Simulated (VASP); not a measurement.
# SiC (Fm-3m) in VASP: notebook, part 2 of 2

VASP 6.6.1.

### Step 3. Single point, PBE (volume scaled by 1.040)

Contents of INCAR:

```
SYSTEM = SiC
ALGO = Normal ; EDIFF = 1E-7
ENCUT = 520 ; GGA = PE
ISIF = 2 ; ISMEAR = 0
LASPH = .True. ; LCHARG = .False.
LREAL = .False. ; LWAVE = .False.
NBANDS = 11 ; NELM = 100
PREC = Accurate ; SIGMA = 0.05
```

Contents of KPOINTS:

```
k-points
0
Gamma
  18 18 18
  0 0 0
```

Contents of POSCAR:

```
SiC
1.0
    0.0000000000      2.0552292463      2.0552292463
    2.0552292463      0.0000000000      2.0552292463
    2.0552292463      2.0552292463      0.0000000000
C Si
1 1
Direct
    0.0000000000      0.0000000000      0.0000000000
    0.5000000000      0.5000000000      0.5000000000
```

Potentials or basis: VASP PAW PBE potentials, release 64 (C, Si).

Command:

```
$ cat potpaw_PBE.64/C/POTCAR potpaw_PBE.64/Si/POTCAR > POTCAR
$ mpirun -np 1 vasp_std > vasp.out
```

OUTCAR:

```text
SYSTEM = SiC
   EDIFF = 1E-7
   ENCUT = 520
   GGA = PE
   ISIF = 2
   ISMEAR = 0
   LASPH = .True.
   LREAL = .False.
   NELM = 100
   PREC = Accurate

 ion  position               nearest neighbor table
   1  0.000  0.000  0.000-   2 2.06   2 2.06   2 2.06   2 2.06   2 2.06   2 2.06
   2  0.500  0.500  0.500-   1 2.06   1 2.06   1 2.06   1 2.06   1 2.06   1 2.06

  LATTYP: Found a face centered cubic cell.
 ALAT       =     4.1104584926

  Lattice vectors:

 A1 = (   0.0000000000,   2.0552292463,   2.0552292463)
 A2 = (   2.0552292463,   0.0000000000,   2.0552292463)
 A3 = (   2.0552292463,   2.0552292463,   0.0000000000)

Analysis of symmetry for initial positions (statically):
=====================================================================
 Subroutine PRICEL returns:
 Original cell was already a primitive cell.

 Routine SETGRP: Setting up the symmetry group for a
 face centered cubic supercell.

 Subroutine GETGRP returns: Found 48 space group operations
[... 9 lines left out ...]

 Routine SETGRP: Setting up the symmetry group for a
 face centered cubic supercell.

 Subroutine GETGRP returns: Found 48 space group operations
[... 11 lines left out ...]
                                     Primitive cell

  volume of cell :      17.3624

  direct lattice vectors                    reciprocal lattice vectors
     0.000000000  2.055229246  2.055229246    -0.243281863  0.243281863  0.243281863
     2.055229246  0.000000000  2.055229246     0.243281863 -0.243281863  0.243281863
     2.055229246  2.055229246  0.000000000     0.243281863  0.243281863 -0.243281863

  length of vectors
     2.906533074  2.906533074  2.906533074     0.421376547  0.421376547  0.421376547

  position of ions in fractional coordinates (direct lattice)
     0.000000000  0.000000000  0.000000000
     0.500000000  0.500000000  0.500000000

  ion indices of the primitive-cell ions
   primitive index   ion index
                 1           1
                 2           2

----------------------------------------------------------------------------------------

 KPOINTS: k-points

Automatic generation of k-mesh.
 Grid dimensions read from file:
 generate k-points for:   18   18   18

 Generating k-lattice:

  Cartesian coordinates                     Fractional coordinates (reciprocal lattice)
    -0.013515659  0.013515659  0.013515659     0.055555556  0.000000000  0.000000000
     0.013515659 -0.013515659  0.013515659     0.000000000  0.055555556  0.000000000
     0.013515659  0.013515659 -0.013515659     0.000000000  0.000000000  0.055555556

  Length of vectors
     0.023409808  0.023409808  0.023409808

  Shift w.r.t. Gamma in fractional coordinates (k-lattice)
     0.000000000  0.000000000  0.000000000

 Subroutine IBZKPT returns following result:
 ===========================================

 Found    195 irreducible k-points:

 Following reciprocal coordinates:
            Coordinates               Weight
  0.000000  0.000000  0.000000      1.000000
  0.055556  0.000000  0.000000      8.000000
  0.111111  0.000000  0.000000      8.000000
  0.166667  0.000000  0.000000      8.000000
  0.222222  0.000000  0.000000      8.000000
  0.277778  0.000000  0.000000      8.000000
[... 16 lines left out ...]
 -0.277778  0.055556  0.000000     24.000000
 -0.222222  0.055556  0.000000     24.000000
 [... further k-points ...]
   k-points           NKPTS =    195   k-points in BZ     NKDIM =    195   number of bands    NBANDS=     11
   number of dos      NEDOS =    301   number of ions     NIONS =      2
   total plane-waves  NPLWV =  13824
   dimension x,y,z NGX =    24 NGY =   24 NGZ =   24
   dimension x,y,z NGXF=    48 NGYF=   48 NGZF=   48
   ions per type =               1   1
   NGX,Y,Z   is equivalent  to a cutoff of  13.73, 13.73, 13.73 a.u.
   NGXF,Y,Z  is equivalent  to a cutoff of  27.45, 27.45, 27.45 a.u.
 SYSTEM =  SiC
   PREC   = accura    normal or accurate (medium, high low for compatibility)
   ISTART =      0    job   : 0-new  1-cont  2-samecut
   ICHARG =      2    charge: 1-file 2-atom 10-const
   ISPIN  =      1    spin polarized calculation?
   LNONCOLLINEAR =      F non collinear calculations
   LSORBIT =      F    spin-orbit coupling
   LASPH  =      T    aspherical Exc in radial PAW
   ENCUT  =  520.0 eV  38.22 Ry    6.18 a.u.   5.40  5.40  5.40*2*pi/ulx,y,z
   NELM   =    100;   NELMIN=  2; NELMDL= -5     # of ELM steps
   EDIFF  = 0.1E-06   stopping-criterion for ELM
   LREAL  =      F    real-space projection
   EDIFFG = 0.1E-05   stopping-criterion for IOM
   NSW    =      0    number of steps for IOM
   IBRION =     -1    ionic relax: 0-MD 1-quasi-New 2-CG
   NFREE  =      0    steps in history (QN), initial steepest desc. (CG)
   ISIF   =      2    stress and relaxation
   ISYM   =      2    0-nonsym 1-usesym 2-fastsym
   POTIM  = 0.5000    time-step for ionic-motion
   TEBEG  =    0.0;   TEEND  =   0.0 temperature during run
   PSTRESS=    0.0 pullay stress
   NELECT =       8.0000    total number of electrons
   NUPDOWN=      -1.0000    fix difference up-down
   EMIN   =  10.00;   EMAX   =-10.00  energy-range for DOS
   EFERMI =   0.00;   METHOD = LEGACY
   ISMEAR =     0;   SIGMA  =   0.05  broadening in eV -4-tet -1-fermi 0-gaus
   EFERMI_NEDOS =   21; number of points for ismear=-14 and -15
   IALGO  =     38    algorithm
   IMIX   =      4    mixing-type and parameters
     AMIX     =   0.40;   BMIX     =  1.00
     AMIX_MAG =   1.60;   BMIX_MAG =  1.00
  volume/ion in A,a.u.               =       8.68        58.58
  Fermi-wavevector in a.u.,A,eV,Ry     =   1.264449  2.389462 21.753411  1.598831
  Thomas-Fermi vector in A             =   2.397753
   LORBIT       =      0    0 simple, 1 ext, 2 COOP (PROOUT), +10 PAW based schemes
   GGA     = PE    functional components
   LHFCALC =     F    Hartree Fock is set to
   AEXX    =    0.0000 exact exchange contribution
   IVDW    =     0    specifies the selected vdW correction
   LEPSILON=     F    determine dielectric tensor
   LRPA    =     F    only Hartree local field effects (RPA)
 non-spin polarized calculation
 Gauss-broadening in eV      SIGMA  =   0.05
  energy-cutoff  :      520.00
  volume of cell :       17.36
 maximum number of plane-waves:       489
 NGX is ok and might be reduce to    24
   NGX = 11   NGY = 11   NGZ = 11

 number of electron       8.0000001 magnetization

 Free energy of the ion-electron system (eV)
  ---------------------------------------------------
  ext. energy  EPLUGINS =         0.00000000
  ---------------------------------------------------
  free energy    TOTEN  =       -13.55714981 eV

  energy without entropy =      -13.55677089  energy(sigma->0) =      -13.55696035

 E-fermi :  11.6034     XC(G=0): -12.4938

 val. band max:       11.5601292356   @ k =   0.1667   0.1111   0.0556
 cond. band min:      11.6374448682   @ k =  -0.1667   0.1667   0.0000
 fundamental gap:      0.0773156326
 Fermi energy:        11.6033871089

 k-point     1 :       0.0000    0.0000    0.0000
  band No.  band energies     occupation
      1      -6.2364      2.00000
      2      11.7085      0.00296
      3      11.7085      0.00296
      4      11.7085      0.00295
      5      18.3849      0.00000
      6      20.6369      0.00000
      7      20.6369      0.00000
      8      20.6369      0.00000
      9      23.8629      0.00000
     10      23.8629      0.00000
     11      23.8629      0.00000

 k-point     2 :       0.0556    0.0000    0.0000
  band No.  band energies     occupation
      1      -6.1637      2.00000
      2      11.2839      2.00000
      3      11.6656      0.07866
      4      11.6656      0.07865
      5      18.5582      0.00000
      6      20.4964      0.00000
      7      20.7599      0.00000
      8      20.7599      0.00000
      9      23.0373      0.00000
     10      23.0373      0.00000
     11      23.8223      0.00000
[... 295 lines left out ...]
 k-point    24 :      -0.2222    0.0556    0.0000
  band No.  band energies     occupation
      1      -4.8167      2.00000
      2       6.6778      2.00000
      3      10.4288      2.00000
      4      11.5017      1.99596
      5      18.3197      0.00000
      6      18.4677      0.00000
      7      19.0370      0.00000
      8      21.5375      0.00000
      9      23.0688      0.00000
     10      23.5031      0.00000
     11      25.0880      0.00000

 [... further k-points ...]
[... 5 lines left out ...]
  --------------------------------------------------------------------------------------
  -------------------------------------------------------------------------------------
  Total       -0.9559407     -0.9559407     -0.9559407      0.0000000      0.0000000     -0.0000000
  in kB      -88.2126168    -88.2126168    -88.2126168      0.0000000      0.0000000     -0.0000000
  external PRESSURE =     -88.2126168 kB  Pullay stress =       0.0000000 kB

 VOLUME and BASIS-vectors are now :
 -----------------------------------------------------------------------------
  energy-cutoff  :      520.00
  volume of cell :       17.36
      direct lattice vectors                 reciprocal lattice vectors
     0.000000000  2.055229246  2.055229246    -0.243281863  0.243281863  0.243281863
     2.055229246  0.000000000  2.055229246     0.243281863 -0.243281863  0.243281863
     2.055229246  2.055229246  0.000000000     0.243281863  0.243281863 -0.243281863

 POSITION                                       TOTAL-FORCE (eV/Angst)
 -----------------------------------------------------------------------------------
      0.00000      0.00000      0.00000        -0.000000     -0.000000     -0.000000
      2.05523      2.05523      2.05523         0.000000      0.000000      0.000000
 -----------------------------------------------------------------------------------
    total drift:                                0.000000     -0.000000     -0.000000

  FREE ENERGIE OF THE ION-ELECTRON SYSTEM (eV)
  ---------------------------------------------------
  free  energy   TOTEN  =       -13.5571498099 eV

  energy  without entropy=      -13.5567708880  energy(sigma->0) =      -13.55696035
```

OSZICAR:

```text
N       E                     dE             d eps       ncg     rms          rms(c)
DAV:   1     0.301830694501E+01    0.30183E+01   -0.40933E+03  4330   0.675E+02
DAV:   2    -0.143105972106E+02   -0.17329E+02   -0.16455E+02  5613   0.100E+02
DAV:   3    -0.148907437894E+02   -0.58015E+00   -0.57796E+00  5214   0.143E+01
DAV:   4    -0.148922788899E+02   -0.15351E-02   -0.15350E-02  4799   0.902E-01
DAV:   5    -0.148922826676E+02   -0.37777E-05   -0.37791E-05  5077   0.419E-02    0.775E+00
DAV:   6    -0.135659919389E+02    0.13263E+01   -0.48734E+00  4602   0.980E+00    0.317E+00
DAV:   7    -0.135564804530E+02    0.95115E-02   -0.26835E-01  4967   0.307E+00    0.138E+00
DAV:   8    -0.135569018493E+02   -0.42140E-03   -0.61292E-03  4526   0.549E-01    0.299E-01
DAV:   9    -0.135571245593E+02   -0.22271E-03   -0.92107E-04  4891   0.199E-01    0.119E-01
DAV:  10    -0.135571527562E+02   -0.28197E-04   -0.66746E-05  4866   0.548E-02    0.168E-02
DAV:  11    -0.135571499995E+02    0.27567E-05   -0.19082E-05  4814   0.205E-02    0.180E-03
DAV:  12    -0.135571498389E+02    0.16061E-06   -0.54439E-07  4810   0.542E-03    0.116E-03
DAV:  13    -0.135571498099E+02    0.28945E-07   -0.14682E-08  2436   0.679E-04
   1 F= -.13557150E+02 E0= -.13556960E+02  d E =-.378922E-03
```

stdout:

```text
POSCAR found type information on POSCAR C Si
 POSCAR found :  2 types and       2 ions
 scaLAPACK will be used
 LDA part: xc-table for (Slater+PW92), standard interpolation
 POSCAR, INCAR and KPOINTS ok, starting setup
 FFT: planning ... GRIDC
 FFT: planning ... GRID_SOFT
 FFT: planning ... GRID
 WAVECAR not read
 entering main loop
```

Wall time 13 s (1 thread of Intel Xeon 6975P-C (Granite Rapids), shared host); peak memory 0.15 GiB.

Results:

```
Free energy            : -13.5571 eV
Pressure               : -8.8 GPa
Band gap on the k mesh : zero (band 4 reaches 11.82 eV, above the bottom of band 5 at 10.48 eV)
```

### Step 4. Single point, PBE (volume scaled by 0.800)

Contents of INCAR:

```
PREC = Accurate ; ENCUT = 520
EDIFF = 1E-7 ; ISMEAR = 0
SIGMA = 0.05 ; LREAL = False
LASPH = True ; NELM = 100
ALGO = Normal ; ISIF = 2
LWAVE = False ; LCHARG = False
GGA = PE ; NBANDS = 11
```

Contents of KPOINTS:

```
Automatic mesh
0
Gamma
  20 20 20
```

Contents of POSCAR:

```
SiC
1.0
    0.0000000000      1.8831250214      1.8831250214
    1.8831250214      0.0000000000      1.8831250214
    1.8831250214      1.8831250214      0.0000000000
C Si
1 1
Direct
    0.0000000000      0.0000000000      0.0000000000
    0.5000000000      0.5000000000      0.5000000000
```

Command:

```
$ cat potpaw_PBE.64/C/POTCAR potpaw_PBE.64/Si/POTCAR > POTCAR
$ mpirun -np 1 vasp_std > vasp.out
```

Wall time 15 s (1 thread of Intel Xeon 6975P-C (Granite Rapids), shared host); peak memory 0.15 GiB.

The run converged. Its results:

```
Free energy            : -12.8116 eV
Pressure               : 89.5 GPa
Band gap on the k mesh : 0.66 eV, indirect (least direct gap 5.89 eV)
```

Levels at points of the mesh, in eV from the valence-band top:
| k point | band 1 | band 2 | band 3 | band 4 | band 5 | band 6 | band 7 | band 8 | band 9 |
| --- | --- | --- | --- | --- | --- | --- | --- | --- | --- |
| (0.00, 0.00, 0.00) | -21.19 | 0.00 | 0.00 | 0.00 | 8.98 | 8.98 | 8.98 | 11.76 | 14.99 |
| (0.50, 0.00, 0.00) | -15.10 | -13.42 | -1.71 | -1.71 | 6.34 | 6.34 | 7.33 | 12.14 | 17.47 |
| (0.50, 0.50, 0.00) | -12.70 | -11.93 | -5.23 | -5.23 | 0.66 | 1.43 | 18.17 | 18.27 | 18.27 |

 A k mesh can miss the band edges.

### Step 5. Summary

| cell | k mesh | gap on the mesh (eV) | pressure (GPa) |
| --- | --- | --- | --- |
| a = 2.618 Å, angles 60.0°, 2 atoms | 20 × 20 × 20 | 1.10 | 122.5 |
| a = 2.907 Å, angles 60.0°, 2 atoms | 18 × 18 × 18 | none | -8.8 |
| a = 2.663 Å, angles 60.0°, 2 atoms | 20 × 20 × 20 | 0.66 | 89.5 |

Alike in all rows: task single point; level PBE; potentials or basis VASP PAW PBE potentials, release 64 (C, Si); no spin polarisation; cutoff (eV) 520; smearing gaussian 0.05 eV.

Absolute energies hang on the potentials; compare differences alone.
